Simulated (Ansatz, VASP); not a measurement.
# Te: VASP beside Ansatz

Contents of INCAR:

```
SYSTEM = Te
PREC = Accurate ; ENCUT = 520
EDIFF = 1E-6 ; ISMEAR = -1
SIGMA = 0.1 ; LREAL = .False.
LASPH = .True. ; NELM = 80
ALGO = Normal ; ISIF = 2
LWAVE = .False. ; LCHARG = .True.
GGA = PS ; LELF = .True.
LVHAR = .True. ; NBANDS = 13
```

File KPOINTS:

```
Automatic mesh
0
Gamma
  11 11 8
  0 0 0
```

POSCAR

```
Te
1.0
    3.8628636968      0.0000000000      0.0000000000
   -1.9314318484      3.3453380928      0.0000000000
    0.0000000000      0.0000000000      4.3635215591
Te
2
Direct
    0.3333333333      0.6666666667      0.2500000000
    0.6666666667      0.3333333333      0.7500000000
```

Input for Ansatz:

```yaml
crystal:
  lattice:
    - [3.8628636968, 0.0, 0.0]
    - [-1.9314318484, 3.3453380928, 0.0]
    - [0.0, 0.0, 4.3635215591]
  atoms:
    - { symbol: Te, position: [0.3333333333, 0.6666666667, 0.25] }
    - { symbol: Te, position: [0.6666666667, 0.3333333333, 0.75] }
hamiltonian:
  xc: pbesol
  pseudopotentials:
    kind: paw
    azcp:
      Te: "pseudopotentials/Te.paw.azcp"
basis:
  ecutwfc: 420
  fft_grid_basis: typed
kpoints:
  mp_grid: { grid: [11, 11, 8], shift: [0, 0, 0] }
magnetization:
  spin_polarized: false
scf:
  occupations: { method: fermi_dirac, width: 0.1 }
  lower_state_search: "off"
output:
  stress: true
  write_density: true
  write_potential: true
  elf: true
  volumetric_format: npy
```

Alike in both runs: task single point; functional PBEsol; k mesh 11 × 11 × 8; occupations fermi-dirac, width 0.1 eV; no spin polarisation.

|  | VASP | Ansatz |
| --- | --- | --- |
| version | VASP 6.6.1 | Ansatz 0.2.0 |
| potentials or method | VASP PAW PBE potentials, release 64 (Te), cutoff 520 eV | plane waves (420 eV) with PAW, scalar-relativistic |
| valence electrons in the cell | 12 | 32 |

|  | VASP | Ansatz | Ansatz less VASP |
| --- | --- | --- | --- |
| pressure (GPa) | 2.6 | 2.6 | -0.03 |
| traceless stress, the component that is largest in VASP (GPa) | 0.63 | 0.57 | -0.055 |

VASP's potentials were made for PBE, not for PBEsol, and Ansatz warns of the same on its side. VASP's potentials hold 12 valence electrons a cell and Ansatz's 32, so a difference there can come from the potentials and not from the codes.

Neither program's run includes spin-orbit coupling.
